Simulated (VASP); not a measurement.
# VSnB2O6 (R-3) in VASP: single point with PBE+U

Aim: the single point of VSnB2O6 with PBE+U.

Everything below comes from runs of VASP 6.6.1. Logs are shortened: lines on timing, memory, paths and dates and some standing lists are left out, and cuts for length are marked.

## (1) The cell of the first run

The structure is trigonal, space group R-3 (No. 148). The conventional cell has a = 4.776 Å, b = 4.776 Å, c = 15.365 Å, α = 90.00°, β = 90.00°, γ = 120.00°. Within 2.9 Å of V (site symmetry -3) lie 6 O at 2.22 Å. Sn (site symmetry -3) has 6 O at 2.05 Å within 2.7 Å. Within 1.8 Å of B (site symmetry 3) lie 3 O at 1.38 Å. Within 1.8 Å of O (site symmetry 1) lie 1 B at 1.38 Å.

## (2) Single point, PBE+U

File POSCAR:

```
VSnB2O6
1.0
    4.7759633400      0.0000000000      0.0000000000
   -2.3879816700      4.1361078000      0.0000000000
    0.0000000000     -2.7574015400      5.1215982500
V Sn B O
1 1 2 6
Direct
    0.0000000000      0.0000000000      0.0000000000
    0.5000000000      0.0000000000      0.5000000000
    0.2444000000      0.4888000000      0.7332000000
    0.7556000000      0.5112000000      0.2668000000
    0.5253000000      0.4751000000      0.7359000000
    0.2608000000      0.7861000000      0.7359000000
    0.9498000000      0.2106000000      0.7359000000
    0.4747000000      0.5249000000      0.2641000000
    0.7392000000      0.2139000000      0.2641000000
    0.0502000000      0.7894000000      0.2641000000
```

File INCAR.step1:

```
  PREC = Accurate
  ENCUT = 520
  EDIFF = 1E-7
  ISMEAR = -1
  SIGMA = 0.1
  LREAL = F
  LASPH = T
  NELM = 150
  ALGO = Normal
  ISIF = 2
  LWAVE = F
  LCHARG = T
  LMAXMIX = 4
  LDAU = T
  LDAUTYPE = 2
  LDAUL = 2 -1 -1 -1
  LDAUU = 2.33 0 0 0
  LDAUJ = 0 0 0 0
  LDAUPRINT = 1
  GGA = PE
  NBANDS = 46
```

File KPOINTS.step1:

```
Automatic mesh
0
Gamma
  5 5 5
```

File INCAR.step2:

```
  PREC = Accurate
  ENCUT = 520
  EDIFF = 1E-7
  ISMEAR = -5
  SIGMA = 0.1
  LREAL = F
  LASPH = T
  NELM = 150
  ALGO = Normal
  ISIF = 2
  LWAVE = F
  LCHARG = F
  LMAXMIX = 4
  LDAU = T
  LDAUTYPE = 2
  LDAUL = 2 -1 -1 -1
  LDAUU = 2.33 0 0 0
  LDAUJ = 0 0 0 0
  LDAUPRINT = 1
  GGA = PE
  LORBIT = 10
  NEDOS = 1001
  ICHARG = 11
```

File KPOINTS.step2:

```
Automatic mesh
0
Gamma
  8 8 8
```

Potentials or basis: VASP PAW PBE potentials, release 64 (V_sv, Sn_d, B, O).

Started as:

```sh
$ cat potpaw_PBE.64/V_sv/POTCAR potpaw_PBE.64/Sn_d/POTCAR potpaw_PBE.64/B/POTCAR potpaw_PBE.64/O/POTCAR > POTCAR
$ cp INCAR.step1 INCAR
$ cp KPOINTS.step1 KPOINTS
$ mpirun -np 1 vasp_std > vasp.out
$ cp INCAR.step2 INCAR
$ cp KPOINTS.step2 KPOINTS
$ mpirun -np 1 vasp_std > vasp.out
```

OUTCAR:

```text
PREC = Accurate
   ENCUT = 520
   EDIFF = 1E-7
   ISMEAR = -5
   LREAL = F
   LASPH = T
   NELM = 150
   ISIF = 2
   GGA = PE
   LORBIT = 10
   ICHARG = 11

 ion  position               nearest neighbor table
   1  0.000  0.000  0.000-   7 2.22  10 2.22   9 2.22   6 2.22   8 2.22   5 2.22
   2  0.500  0.000  0.500-   6 2.05   9 2.05   7 2.05  10 2.05   5 2.05   8 2.05
   3  0.244  0.489  0.733-   5 1.38   7 1.38   6 1.38
   4  0.756  0.511  0.267-   8 1.38  10 1.38   9 1.38
   5  0.525  0.475  0.736-   3 1.38   2 2.05   1 2.22
   6  0.261  0.786  0.736-   3 1.38   2 2.05   1 2.22
   7  0.950  0.211  0.736-   3 1.38   2 2.05   1 2.22
   8  0.475  0.525  0.264-   4 1.38   2 2.05   1 2.22
   9  0.739  0.214  0.264-   4 1.38   2 2.05   1 2.22
  10  0.050  0.789  0.264-   4 1.38   2 2.05   1 2.22

  LATTYP: Found a trigonal (rhomboedric) cell.
 ALAT       =     5.8167028364
 COS(alpha) =     0.6629157866

  Lattice vectors:

 A1 = (   0.0000000000,  -2.7574015400,   5.1215982500)
 A2 = (   2.3879816700,   1.3787062600,   5.1215982500)
 A3 = (  -2.3879816700,   1.3787062600,   5.1215982500)

Analysis of symmetry for initial positions (statically):
=====================================================================
 Subroutine PRICEL returns:
 Original cell was already a primitive cell.

 Routine SETGRP: Setting up the symmetry group for a
 trigonal (rhombohedral) supercell.

 Subroutine GETGRP returns: Found  6 space group operations
 (whereof  6 operations were pure point group operations)
 out of a pool of 12 trial point group operations.

The static configuration has the point symmetry S_6 .

Analysis of symmetry for dynamics (positions and initial velocities):
=====================================================================
 Subroutine PRICEL returns:
 Original cell was already a primitive cell.

 Routine SETGRP: Setting up the symmetry group for a
 trigonal (rhombohedral) supercell.

 Subroutine GETGRP returns: Found  6 space group operations
 (whereof  6 operations were pure point group operations)
 out of a pool of 12 trial point group operations.

The dynamic configuration has the point symmetry S_6 .

 Subroutine INISYM returns: Found  6 space group operations
 (whereof  6 operations are pure point group operations),
 and found     1 'primitive' translations

----------------------------------------------------------------------------------------

                                     Primitive cell

  volume of cell :     101.1715

  direct lattice vectors                    reciprocal lattice vectors
     4.775963340  0.000000000  0.000000000     0.209381842  0.120886598  0.065083764
    -2.387981670  4.136107800  0.000000000     0.000000000  0.241773196  0.130167528
     0.000000000 -2.757401540  5.121598250     0.000000000  0.000000000  0.195251551

  length of vectors
     4.775963340  4.775965263  5.816702836     0.250380154  0.274586714  0.195251551

  position of ions in fractional coordinates (direct lattice)
     0.000000000  0.000000000  0.000000000
     0.500000000  0.000000000  0.500000000
     0.244400000  0.488800000  0.733200000
     0.755600000  0.511200000  0.266800000
     0.525300000  0.475100000  0.735900000
     0.260800000  0.786100000  0.735900000
     0.949800000  0.210600000  0.735900000
     0.474700000  0.524900000  0.264100000
     0.739200000  0.213900000  0.264100000
     0.050200000  0.789400000  0.264100000

  ion indices of the primitive-cell ions
   primitive index   ion index
                 1           1
                 2           2
                 3           3
                 4           4
                 5           5
                 6           6
                 7           7
                 8           8
                 9           9
                10          10

----------------------------------------------------------------------------------------

 KPOINTS: Automatic mesh

Automatic generation of k-mesh.
 Grid dimensions read from file:
 generate k-points for:    8    8    8

 Generating k-lattice:

  Cartesian coordinates                     Fractional coordinates (reciprocal lattice)
     0.026172730  0.015110825  0.008135470     0.125000000 -0.000000000  0.000000000
     0.000000000  0.030221649  0.016270941     0.000000000  0.125000000  0.000000000
[... 54 lines left out ...]
   ISPIN  =      1    spin polarized calculation?
   LNONCOLLINEAR =      F non collinear calculations
   LSORBIT =      F    spin-orbit coupling
   LASPH  =      T    aspherical Exc in radial PAW
   ENCUT  =  520.0 eV  38.22 Ry    6.18 a.u.   8.88  8.88 10.82*2*pi/ulx,y,z
   NELM   =    150;   NELMIN=  2; NELMDL=  0     # of ELM steps
   EDIFF  = 0.1E-06   stopping-criterion for ELM
   LREAL  =      F    real-space projection
   EDIFFG = 0.1E-05   stopping-criterion for IOM
   NSW    =      0    number of steps for IOM
   IBRION =     -1    ionic relax: 0-MD 1-quasi-New 2-CG
   NFREE  =      0    steps in history (QN), initial steepest desc. (CG)
   ISIF   =      2    stress and relaxation
   ISYM   =      2    0-nonsym 1-usesym 2-fastsym
   POTIM  = 0.5000    time-step for ionic-motion
   TEBEG  =    0.0;   TEEND  =   0.0 temperature during run
   PSTRESS=    0.0 pullay stress
   NELECT =      69.0000    total number of electrons
   NUPDOWN=      -1.0000    fix difference up-down
   EMIN   =  10.00;   EMAX   =-10.00  energy-range for DOS
   EFERMI =   0.00;   METHOD = LEGACY
   ISMEAR =    -5;   SIGMA  =   0.10  broadening in eV -4-tet -1-fermi 0-gaus
   EFERMI_NEDOS =   21; number of points for ismear=-14 and -15
   IALGO  =     38    algorithm
   IMIX   =      4    mixing-type and parameters
     AMIX     =   0.40;   BMIX     =  1.00
     AMIX_MAG =   1.60;   BMIX_MAG =  1.00
  volume/ion in A,a.u.               =      10.12        68.27
  Fermi-wavevector in a.u.,A,eV,Ry     =   1.441026  2.723144 28.253250  2.076555
  Thomas-Fermi vector in A             =   2.559704
   LORBIT       =     10    0 simple, 1 ext, 2 COOP (PROOUT), +10 PAW based schemes
 LDA+U is selected, type is set to LDAUTYPE =  2
   angular momentum for each species LDAUL =     2   -1   -1   -1
   U (eV)           for each species LDAUU =   2.3  0.0  0.0  0.0
   J (eV)           for each species LDAUJ =   0.0  0.0  0.0  0.0
   GGA     = PE    functional components
   LHFCALC =     F    Hartree Fock is set to
   AEXX    =    0.0000 exact exchange contribution
   IVDW    =     0    specifies the selected vdW correction
   LEPSILON=     F    determine dielectric tensor
   LRPA    =     F    only Hartree local field effects (RPA)
 non-spin polarized calculation
 Fermi weights with tetrahedron method with Bloechl corrections
  energy-cutoff  :      520.00
  volume of cell :      101.17
 maximum number of plane-waves:      2762

atom =   1  type =  1  l = 2

 onsite density matrix

spin component  1

  0.3695 -0.2708  0.0000 -0.0584  0.0000
 -0.2708  0.3635 -0.0000 -0.0000 -0.0584
  0.0000 -0.0000  0.0319  0.0000  0.0000
 -0.0584 -0.0000  0.0000  0.3635  0.2708
  0.0000 -0.0584  0.0000  0.2708  0.3695

spin component  2

  0.3695 -0.2708  0.0000 -0.0584  0.0000
 -0.2708  0.3635 -0.0000 -0.0000 -0.0584
  0.0000 -0.0000  0.0319  0.0000  0.0000
 -0.0584 -0.0000  0.0000  0.3635  0.2708
  0.0000 -0.0584  0.0000  0.2708  0.3695

 occupancies and eigenvectors

  o =  0.0319  v = -0.0000  0.0000  1.0000  0.0000 -0.0000  0.0000  0.0000  0.0000  0.0000  0.0000      0.0000  0.0000  0.0000  0.0000  0.0000  0.0000  0.0000  0.0000  0.0000  0.0000
  o =  0.0319  v =  0.0000  0.0000  0.0000  0.0000  0.0000 -0.0000  0.0000  1.0000  0.0000 -0.0000      0.0000  0.0000  0.0000  0.0000  0.0000  0.0000  0.0000  0.0000  0.0000  0.0000
  o =  0.0895  v =  0.3295  0.4579  0.0000 -0.5438  0.6213  0.0000  0.0000  0.0000  0.0000  0.0000      0.0000  0.0000  0.0000  0.0000  0.0000  0.0000  0.0000  0.0000  0.0000  0.0000
  o =  0.0895  v =  0.0000  0.0000  0.0000  0.0000  0.0000  0.3295  0.4579  0.0000 -0.5438  0.6213      0.0000  0.0000  0.0000  0.0000  0.0000  0.0000  0.0000  0.0000  0.0000  0.0000
  o =  0.0895  v =  0.0000  0.0000  0.0000  0.0000  0.0000  0.6213  0.5438 -0.0000  0.4579 -0.3295      0.0000  0.0000  0.0000  0.0000  0.0000  0.0000  0.0000  0.0000  0.0000  0.0000
  o =  0.0895  v =  0.6213  0.5438 -0.0000  0.4579 -0.3295  0.0000  0.0000  0.0000  0.0000  0.0000      0.0000  0.0000  0.0000  0.0000  0.0000  0.0000  0.0000  0.0000  0.0000  0.0000
  o =  0.6435  v =  0.0000  0.0000  0.0000  0.0000  0.0000  0.4736 -0.3475 -0.0000 -0.6114 -0.5302      0.0000  0.0000  0.0000  0.0000  0.0000  0.0000  0.0000  0.0000  0.0000  0.0000
  o =  0.6435  v =  0.4736 -0.3475 -0.0000 -0.6114 -0.5302  0.0000  0.0000  0.0000  0.0000  0.0000      0.0000  0.0000  0.0000  0.0000  0.0000  0.0000  0.0000  0.0000  0.0000  0.0000
  o =  0.6435  v =  0.0000  0.0000  0.0000  0.0000  0.0000 -0.5302  0.6114 -0.0000 -0.3475 -0.4736      0.0000  0.0000  0.0000  0.0000  0.0000  0.0000  0.0000  0.0000  0.0000  0.0000
  o =  0.6435  v = -0.5302  0.6114 -0.0000 -0.3475 -0.4736  0.0000  0.0000  0.0000  0.0000  0.0000      0.0000  0.0000  0.0000  0.0000  0.0000  0.0000  0.0000  0.0000  0.0000  0.0000

 number of electron      68.9999996 magnetization

 Free energy of the ion-electron system (eV)
  ---------------------------------------------------
  ext. energy  EPLUGINS =         0.00000000
  ---------------------------------------------------
  free energy    TOTEN  =       -72.59165734 eV

  energy without entropy =      -72.59165734  energy(sigma->0) =      -72.59165734

 E-fermi :   7.5903     XC(G=0): -11.0682

 val. band max:        7.5862588982   @ k =   0.5000  -0.0000   0.1250
 cond. band min:       7.5880175394   @ k =   0.0000   0.2500  -0.0000
 fundamental gap:      0.0017586412
 Fermi energy:         7.5903461580

 k-point     1 :       0.0000    0.0000    0.0000
  band No.  band energies     occupation
      1     -57.1629      2.00000
      2     -31.5004      2.00000
      3     -30.8045      2.00000
      4     -30.8044      2.00000
      5     -16.4568      2.00000
      6     -16.4568      2.00000
[... 1045 lines left out ...]
     40      11.2724      0.00000
     41      11.6439      0.00000

 [... further k-points ...]

------------------------ aborting loop because EDIFF is reached ----------------------------------------

  FORCE on cell =-STRESS in cart. coord.  units (eV):
  Direction    XX          YY          ZZ          XY          YZ          ZX
  --------------------------------------------------------------------------------------
  -------------------------------------------------------------------------------------
  Total        3.8955912      3.8955954      1.2146127     -0.0000576      0.0000009      0.0000000
  in kB       61.6915408     61.6916071     19.2349052     -0.0009118      0.0000137      0.0000000
  external PRESSURE =      47.5393510 kB  Pullay stress =       0.0000000 kB

 VOLUME and BASIS-vectors are now :
 -----------------------------------------------------------------------------
  energy-cutoff  :      520.00
  volume of cell :      101.17
      direct lattice vectors                 reciprocal lattice vectors
     4.775963340  0.000000000  0.000000000     0.209381842  0.120886598  0.065083764
    -2.387981670  4.136107800  0.000000000     0.000000000  0.241773196  0.130167528
     0.000000000 -2.757401540  5.121598250     0.000000000  0.000000000  0.195251551

 POSITION                                       TOTAL-FORCE (eV/Angst)
 -----------------------------------------------------------------------------------
      0.00000      0.00000      0.00000        -0.000000     -0.000000      0.000000
      2.38798     -1.37870      2.56080        -0.000000     -0.000000      0.000000
      0.00000      0.00000      3.75516        -0.000000      0.000000      0.266131
      2.38798      1.37870      1.36644        -0.000000     -0.000000     -0.266131
      1.37428     -0.06411      3.76898         0.282686      0.754222      0.649160
     -0.63162      1.22222      3.76898        -0.794517     -0.132297      0.649160
      4.03330     -1.15811      3.76898         0.511832     -0.621923      0.649160
      1.01370      1.44281      1.35261        -0.282686     -0.754222     -0.649160
      3.01960      0.15648      1.35261         0.794517      0.132297     -0.649160
     -1.64532      2.53681      1.35261        -0.511832      0.621923     -0.649160
 -----------------------------------------------------------------------------------
    total drift:                               -0.000000      0.000000      0.000000

  FREE ENERGIE OF THE ION-ELECTRON SYSTEM (eV)
  ---------------------------------------------------
  free  energy   TOTEN  =       -72.5916573443 eV

  energy  without entropy=      -72.5916573443  energy(sigma->0) =      -72.59165734

 total charge

# of ion       s       p       d       tot
------------------------------------------
    1        2.134   6.095   2.965  11.193
    2        0.907   1.081  10.383  12.371
    3        0.739   1.441   0.000   2.180
    4        0.739   1.441   0.000   2.180
    5        1.555   3.610   0.000   5.165
    6        1.555   3.610   0.000   5.165
    7        1.555   3.610   0.000   5.165
    8        1.555   3.610   0.000   5.165
    9        1.555   3.610   0.000   5.165
   10        1.555   3.610   0.000   5.165
--------------------------------------------------
tot         13.846  31.719  13.348  58.913
```

Wall time 2.7 min (1 thread of Intel Xeon 6975P-C (Granite Rapids), shared host); peak memory 0.48 GiB.

Results:

```yaml
Valence_electrons_inside_the_program's_atomic_spheres: V 11.19; Sn 12.37; B 2.18; O 5.17
```

Eigenvalues of the final occupation matrices:
| site | spin | trace | eigenvalues |
| --- | --- | --- | --- |
| site 1 d | 1 | 1.50 | 0.03 0.09 0.09 0.64 0.64 |
| site 1 d | 2 | 1.50 | 0.03 0.09 0.09 0.64 0.64 |

Caveat: spin-orbit coupling is left out, which moves the levels of the heavy elements; an odd number of electrons without spin polarisation forces a metal; a magnetic or distorted state may lie lower; the run has no spin polarisation, though such a crystal can be magnetic; U without spin polarisation on a metal has little footing.
